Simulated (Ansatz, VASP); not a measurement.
BN in VASP and in Ansatz

File INCAR:

```
SYSTEM = BN
PREC = Accurate
ENCUT = 520
EDIFF = 1E-6
ISMEAR = 0
SIGMA = 0.01
LREAL = .FALSE.
LASPH = .TRUE.
NELM = 80
ALGO = Normal
ISIF = 2
LWAVE = .FALSE.
LCHARG = .TRUE.
GGA = CA
LELF = .TRUE.
LVHAR = .TRUE.
NBANDS = 16
```

The input KPOINTS:

```
Automatic mesh
0
G
  7 7 3
  0 0 0
```

Contents of POSCAR:

```
BN
1.0
    2.4982400000      0.0000000000      0.0000000000
   -1.2491200000      2.1635393000      0.0000000000
    0.0000000000      0.0000000000      6.6357000000
B N
2 2
Direct
    0.3433403798      0.6666666697      0.2500000000
    0.6666666674      0.3333333349      0.7500000000
    0.3333333349      0.6666666697      0.7500000000
    0.6666666674      0.3333333349      0.2500000000
```

Input for Ansatz:

```yaml
crystal:
  lattice:
    - [2.49824, 0.0, 0.0]
    - [-1.24912, 2.1635393, 0.0]
    - [0.0, 0.0, 6.6357]
  atoms:
    - { symbol: B, position: [0.3433403798336703, 0.6666666697480373, 0.25] }
    - { symbol: B, position: [0.6666666674370093, 0.33333333487401867, 0.75] }
    - { symbol: "N", position: [0.33333333487401867, 0.6666666697480373, 0.75] }
    - { symbol: "N", position: [0.6666666674370093, 0.33333333487401867, 0.25] }
kpoints:
  mp_grid:
    grid: [7, 7, 3]
hamiltonian:
  xc: lda
  pseudopotentials:
    kind: paw
scf:
  convergence:
    dr2_threshold: 1.0e-07
  occupations:
    method: fixed
output:
  forces: true
```

Alike in both runs: task single point; functional LDA; k mesh 7 × 7 × 3; no spin polarisation.

```csv
,VASP,Ansatz
version,VASP 6.6.1,Ansatz 0.2.0
potentials or method,"VASP PAW LDA potentials, release 64 (B, N)","plane waves, PAW"
plane-wave cutoff (eV),520,420
occupations,"gaussian, width 0.01 eV",fixed
valence electrons in the cell,16,16
```

|  | VASP | Ansatz | Ansatz less VASP |
| --- | --- | --- | --- |
| rms of the force components (eV/Å) | 0.426 | 0.427 | +0.0011 |

LDA's correlation is that of Perdew and Zunger in VASP and of Perdew and Wang (1992) in Ansatz. Atom by atom the forces differ by 0.001 eV/Å (rms over components).
